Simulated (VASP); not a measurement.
# Si2W (P6_222) in VASP: notebook

Runs on Si2W. Level: LDA. Tasks: single point.

Program: VASP 6.6.1. These are calculated values, not measurements. Logs are shortened: lines on timing, memory, paths and dates and some standing lists are left out, and cuts for length are marked.

## 1. The cell of the first run

The structure is hexagonal, space group P6_222 (No. 180). Conventional cell: a = 4.552 Å, b = 4.552 Å, c = 6.567 Å, α = 90.00°, β = 90.00°, γ = 120.00°. Within 3.2 Å of Si (site symmetry 2) lie 7 Si at 2.42 to 3.03 Å and 5 W at 2.58 to 2.73 Å. W (site symmetry 222) has 10 Si at 2.58 to 2.73 Å and 4 W at 3.16 Å within 3.4 Å.

## 2. Single point, LDA (c/a of the conventional cell at fixed volume 1.4428)

File INCAR:

```
ALGO     = Normal         # electronic algorithm
EDIFF    = 1E-7           # SCF threshold, eV
ENCUT    = 520            # plane-wave cutoff, eV
ISIF     = 2              # what is computed and relaxed
ISMEAR   = 0              # smearing method
LASPH    = True           # aspherical terms in the spheres
LCHARG   = True           # write CHGCAR
LELF     = True           # ELF
LREAL    = False          # projectors in reciprocal space
LVHAR    = True         
LWAVE    = False          # write WAVECAR
NBANDS   = 43             # bands
NELM     = 60             # most SCF steps
PREC     = Accurate       # precision mode
SIGMA    = 0.03           # smearing width, eV
```

File KPOINTS:

```
k-points
0
Gamma
  9 9 6
```

File POSCAR:

```
Si2W
1.0
    4.5515367784      0.0000000000      0.0000000000
   -2.2757683892      3.9417464763      0.0000000000
    0.0000000000      0.0000000000      6.5670079528
Si W
6 3
Direct
    0.8466874044      0.6933748088      0.5000000000
    0.1533125956      0.8466874044      0.8333333333
    0.6933748088      0.8466874044      0.1666666667
    0.1533125956      0.3066251912      0.5000000000
    0.8466874044      0.1533125956      0.8333333333
    0.3066251912      0.1533125956      0.1666666667
    0.0000000000      0.5000000000      0.1666666667
    0.5000000000      0.5000000000      0.8333333333
    0.5000000000      0.0000000000      0.5000000000
```

Potentials or basis: VASP PAW LDA potentials, release 64 (Si, W_sv).

The run is started by

```console
$ cat potpaw_LDA.64/Si/POTCAR potpaw_LDA.64/W_sv/POTCAR > POTCAR
$ mpirun -np 1 vasp_std > vasp.out
```

OUTCAR:

```text
EDIFF = 1E-7
   ENCUT = 520
   ISIF = 2
   ISMEAR = 0
   LASPH = True
   LREAL = False
   NELM = 60
   PREC = Accurate

 ion  position               nearest neighbor table
   1  0.847  0.693  0.500-   4 2.42   2 2.50   3 2.50   9 2.58   9 2.58   8 2.58   7 2.58   9 2.73
                             4 2.74   4 2.74   6 3.03   5 3.03
   2  0.153  0.847  0.833-   5 2.42   1 2.50   6 2.50   8 2.58   8 2.58   9 2.58   7 2.58   8 2.73
                             5 2.74   5 2.74   4 3.03   3 3.03
   3  0.693  0.847  0.167-   6 2.42   1 2.50   5 2.50   7 2.58   7 2.58   9 2.58   8 2.58   7 2.73
                             6 2.74   6 2.74   4 3.03   2 3.03
   4  0.153  0.307  0.500-   1 2.42   6 2.50   5 2.50   9 2.58   9 2.58   8 2.58   7 2.58   9 2.73
                             1 2.74   1 2.74   3 3.03   2 3.03
   5  0.847  0.153  0.833-   2 2.42   4 2.50   3 2.50   8 2.58   8 2.58   9 2.58   7 2.58   8 2.73
                             2 2.74   2 2.74   1 3.03   6 3.03
   6  0.307  0.153  0.167-   3 2.42   4 2.50   2 2.50   7 2.58   7 2.58   9 2.58   8 2.58   7 2.73
                             3 2.74   3 2.74   1 3.03   5 3.03
   7  0.000  0.500  0.167-   6 2.58   3 2.58   6 2.58   3 2.58   1 2.58   4 2.58   2 2.58   5 2.58
                             3 2.73   6 2.73   9 3.16   9 3.16   8 3.16   8 3.16
   8  0.500  0.500  0.833-   5 2.58   2 2.58   2 2.58   5 2.58   1 2.58   4 2.58   3 2.58   6 2.58
                             5 2.73   2 2.73   9 3.16   9 3.16   7 3.16   7 3.16
   9  0.500  0.000  0.500-   4 2.58   1 2.58   4 2.58   1 2.58   2 2.58   5 2.58   6 2.58   3 2.58
                             4 2.73   1 2.73   7 3.16   8 3.16   8 3.16   7 3.16

  LATTYP: Found a hexagonal cell.
 ALAT       =     4.5515367784
 C/A-ratio  =     1.4428111367

  Lattice vectors:

 A1 = (   4.5515367784,   0.0000000000,   0.0000000000)
 A2 = (  -2.2757683892,   3.9417464763,   0.0000000000)
 A3 = (   0.0000000000,   0.0000000000,   6.5670079528)

Analysis of symmetry for initial positions (statically):
=====================================================================
 Subroutine PRICEL returns:
 Original cell was already a primitive cell.

 Routine SETGRP: Setting up the symmetry group for a
 hexagonal supercell.

 Subroutine GETGRP returns: Found 12 space group operations
 (whereof  4 operations were pure point group operations)
 out of a pool of 24 trial point group operations.

The static configuration has the point symmetry D_2 .
 The point group associated with its full space group is D_6 .

Analysis of symmetry for dynamics (positions and initial velocities):
=====================================================================
 Subroutine PRICEL returns:
 Original cell was already a primitive cell.

 Routine SETGRP: Setting up the symmetry group for a
 hexagonal supercell.

 Subroutine GETGRP returns: Found 12 space group operations
 (whereof  4 operations were pure point group operations)
 out of a pool of 24 trial point group operations.

The dynamic configuration has the point symmetry D_2 .
 The point group associated with its full space group is D_6 .

 Subroutine INISYM returns: Found 12 space group operations
 (whereof  4 operations are pure point group operations),
 and found     1 'primitive' translations

----------------------------------------------------------------------------------------

                                     Primitive cell

  volume of cell :     117.8187

  direct lattice vectors                    reciprocal lattice vectors
     4.551536778  0.000000000  0.000000000     0.219706013  0.126847326  0.000000000
    -2.275768389  3.941746476  0.000000000     0.000000000  0.253694652  0.000000000
     0.000000000  0.000000000  6.567007953     0.000000000  0.000000000  0.152276350

  length of vectors
     4.551536778  4.551536778  6.567007953     0.253694652  0.253694652  0.152276350

  position of ions in fractional coordinates (direct lattice)
     0.846687404  0.693374809  0.500000000
     0.153312596  0.846687404  0.833333333
     0.693374809  0.846687404  0.166666667
     0.153312596  0.306625191  0.500000000
     0.846687404  0.153312596  0.833333333
     0.306625191  0.153312596  0.166666667
     0.000000000  0.500000000  0.166666667
     0.500000000  0.500000000  0.833333333
     0.500000000  0.000000000  0.500000000

  ion indices of the primitive-cell ions
   primitive index   ion index
                 1           1
                 2           2
                 3           3
                 4           4
                 5           5
                 6           6
                 7           7
                 8           8
                 9           9

----------------------------------------------------------------------------------------

 KPOINTS: k-points

Automatic generation of k-mesh.
 Grid dimensions read from file:
 generate k-points for:    9    9    6

 Generating k-lattice:

  Cartesian coordinates                     Fractional coordinates (reciprocal lattice)
     0.024411779  0.014094147  0.000000000     0.111111111  0.000000000  0.000000000
     0.000000000  0.028188295  0.000000000     0.000000000  0.111111111  0.000000000
     0.000000000  0.000000000  0.025379392     0.000000000  0.000000000  0.166666667

  Length of vectors
     0.028188295  0.028188295  0.025379392

  Shift w.r.t. Gamma in fractional coordinates (k-lattice)
     0.000000000  0.000000000  0.000000000

 Subroutine IBZKPT returns following result:
 ===========================================

 Found     48 irreducible k-points:

 Following reciprocal coordinates:
            Coordinates               Weight
  0.000000  0.000000  0.000000      1.000000
  0.111111 -0.000000  0.000000      6.000000
  0.222222  0.000000  0.000000      6.000000
  0.333333  0.000000  0.000000      6.000000
  0.444444  0.000000  0.000000      6.000000
  0.111111  0.111111  0.000000      6.000000
[... 16 lines left out ...]
  0.333333  0.222222  0.166667     24.000000
  0.333333  0.333333  0.166667      4.000000
 [... further k-points ...]
   k-points           NKPTS =     48   k-points in BZ     NKDIM =     48   number of bands    NBANDS=     43
   number of dos      NEDOS =    301   number of ions     NIONS =      9
   total plane-waves  NPLWV =  64800
   dimension x,y,z NGX =    36 NGY =   36 NGZ =   50
   dimension x,y,z NGXF=    72 NGYF=   72 NGZF=  100
   ions per type =               6   3
   NGX,Y,Z   is equivalent  to a cutoff of  13.15, 13.15, 12.66 a.u.
   NGXF,Y,Z  is equivalent  to a cutoff of  26.30, 26.30, 25.32 a.u.
 SYSTEM =  unknown system
   PREC   = accura    normal or accurate (medium, high low for compatibility)
   ISTART =      0    job   : 0-new  1-cont  2-samecut
   ICHARG =      2    charge: 1-file 2-atom 10-const
   ISPIN  =      1    spin polarized calculation?
   LNONCOLLINEAR =      F non collinear calculations
   LSORBIT =      F    spin-orbit coupling
   LASPH  =      T    aspherical Exc in radial PAW
   ENCUT  =  520.0 eV  38.22 Ry    6.18 a.u.   8.46  8.46 12.21*2*pi/ulx,y,z
   NELM   =     60;   NELMIN=  2; NELMDL= -5     # of ELM steps
   EDIFF  = 0.1E-06   stopping-criterion for ELM
   LREAL  =      F    real-space projection
   EDIFFG = 0.1E-05   stopping-criterion for IOM
   NSW    =      0    number of steps for IOM
   IBRION =     -1    ionic relax: 0-MD 1-quasi-New 2-CG
   NFREE  =      0    steps in history (QN), initial steepest desc. (CG)
   ISIF   =      2    stress and relaxation
   ISYM   =      2    0-nonsym 1-usesym 2-fastsym
   POTIM  = 0.5000    time-step for ionic-motion
   TEBEG  =    0.0;   TEEND  =   0.0 temperature during run
   PSTRESS=    0.0 pullay stress
   NELECT =      66.0000    total number of electrons
   NUPDOWN=      -1.0000    fix difference up-down
   EMIN   =  10.00;   EMAX   =-10.00  energy-range for DOS
   EFERMI =   0.00;   METHOD = LEGACY
   ISMEAR =     0;   SIGMA  =   0.03  broadening in eV -4-tet -1-fermi 0-gaus
   EFERMI_NEDOS =   21; number of points for ismear=-14 and -15
   IALGO  =     38    algorithm
   IMIX   =      4    mixing-type and parameters
     AMIX     =   0.40;   BMIX     =  1.00
     AMIX_MAG =   1.60;   BMIX_MAG =  1.00
  volume/ion in A,a.u.               =      13.09        88.34
  Fermi-wavevector in a.u.,A,eV,Ry     =   1.349537  2.550255 24.779603  1.821249
  Thomas-Fermi vector in A             =   2.477115
   LORBIT       =      0    0 simple, 1 ext, 2 COOP (PROOUT), +10 PAW based schemes
   GGA     = CA    functional components
   LHFCALC =     F    Hartree Fock is set to
   AEXX    =    0.0000 exact exchange contribution
   IVDW    =     0    specifies the selected vdW correction
   LEPSILON=     F    determine dielectric tensor
   LRPA    =     F    only Hartree local field effects (RPA)
 non-spin polarized calculation
 Gauss-broadening in eV      SIGMA  =   0.03
  energy-cutoff  :      520.00
  volume of cell :      117.82
 maximum number of plane-waves:      3204
 NGX is ok and might be reduce to    36
   NGX = 17   NGY = 17   NGZ = 25

 number of electron      65.9999997 magnetization

 Free energy of the ion-electron system (eV)
  ---------------------------------------------------
  ext. energy  EPLUGINS =         0.00000000
  ---------------------------------------------------
  free energy    TOTEN  =       -81.08315125 eV

  energy without entropy =      -81.08312986  energy(sigma->0) =      -81.08314056

 E-fermi :  12.8669     XC(G=0): -12.7808

 val. band max:       12.8141163730   @ k =   0.4444   0.1111   0.5000
 cond. band min:      12.9187657499   @ k =   0.4444   0.0000   0.5000
 fundamental gap:      0.1046493770
 Fermi energy:        12.8668783048

 k-point     1 :       0.0000    0.0000    0.0000
  band No.  band energies     occupation
      1     -60.9399      2.00000
      2     -60.9250      2.00000
      3     -60.9250      2.00000
      4     -25.6387      2.00000
      5     -25.6387      2.00000
      6     -25.5687      2.00000
[... 35 lines left out ...]
     42      15.8556      0.00000
     43      16.0712      0.00000
[... 1017 lines left out ...]
      3     -60.9253      2.00000
      4     -25.6522      2.00000
      5     -25.6410      2.00000
      6     -25.6191      2.00000
[... 35 lines left out ...]
     42      16.1687      0.00000
     43      16.3083      0.00000

 [... further k-points ...]
[... 5 lines left out ...]
  --------------------------------------------------------------------------------------
  -------------------------------------------------------------------------------------
  Total        1.7488817      1.7488817     -0.2038041      0.0000000      0.0000000      0.0000000
  in kB       23.7824576     23.7824576     -2.7714641      0.0000000      0.0000000      0.0000000
  external PRESSURE =      14.9311503 kB  Pullay stress =       0.0000000 kB

 VOLUME and BASIS-vectors are now :
 -----------------------------------------------------------------------------
  energy-cutoff  :      520.00
  volume of cell :      117.82
      direct lattice vectors                 reciprocal lattice vectors
     4.551536778  0.000000000  0.000000000     0.219706013  0.126847326  0.000000000
    -2.275768389  3.941746476  0.000000000     0.000000000  0.253694652  0.000000000
     0.000000000  0.000000000  6.567007953     0.000000000  0.000000000  0.152276350

 POSITION                                       TOTAL-FORCE (eV/Angst)
 -----------------------------------------------------------------------------------
      2.27577      2.73311      3.28350        -0.000000     -1.644206      0.000000
     -1.22906      3.33743      5.47251         1.423924     -0.822103      0.000000
      1.22906      3.33743      1.09450        -1.423924     -0.822103     -0.000000
      0.00000      1.20864      3.28350        -0.000000      1.644206      0.000000
      3.50482      0.60432      5.47251        -1.423924      0.822103      0.000000
      1.04671      0.60432      1.09450         1.423924      0.822103     -0.000000
     -1.13788      1.97087      1.09450        -0.000000     -0.000000     -0.000000
      1.13788      1.97087      5.47251        -0.000000     -0.000000      0.000000
      2.27577      0.00000      3.28350        -0.000000     -0.000000      0.000000
 -----------------------------------------------------------------------------------
    total drift:                               -0.000000      0.000000     -0.000000

  FREE ENERGIE OF THE ION-ELECTRON SYSTEM (eV)
  ---------------------------------------------------
  free  energy   TOTEN  =       -81.0831512497 eV

  energy  without entropy=      -81.0831298649  energy(sigma->0) =      -81.08314056
```

Wall time 96 s (1 thread of Intel Xeon 6975P-C (Granite Rapids), shared host); peak memory 0.32 GiB.

What came out:

- Free energy: -81.0832 eV
- Pressure: 1.5 GPa
- Largest force: 1.644 eV/Å
- Band gap on the k mesh: zero (band 33 reaches 12.92 eV, above the bottom of band 34 at 12.80 eV)

Forces on the atoms (eV/Å):
```
Si   0.000 -1.644  0.000
Si   1.424 -0.822  0.000
Si  -1.424 -0.822  0.000
Si   0.000  1.644  0.000
Si  -1.424  0.822  0.000
Si   1.424  0.822  0.000
W    0.000  0.000  0.000
W    0.000  0.000  0.000
W    0.000  0.000  0.000
```

Stress tensor (GPa, compression positive):
```
 2.38  0.00  0.00
 0.00  2.38  0.00
 0.00  0.00 -0.28
```

Levels at points of the mesh, in eV from the Fermi level:
```csv
k point,band 29,band 30,band 31,band 32,band 33,band 34,band 35,band 36,band 37,band 38
"(0.00, 0.00, 0.00)",-3.26,-3.25,-3.25,-2.04,-0.72,1.81,1.81,2.31,2.61,2.71
"(0.00, 0.00, 0.50)",-2.97,-2.37,-2.37,-0.62,-0.62,1.95,1.95,2.24,2.40,2.52
```

Caveat: spin-orbit coupling is left out, which moves the levels of the heavy elements; forces of over 1 eV/Å act on the atoms, so gaps and moduli don't describe the material at rest.

(Continued in part 2 of 2.)
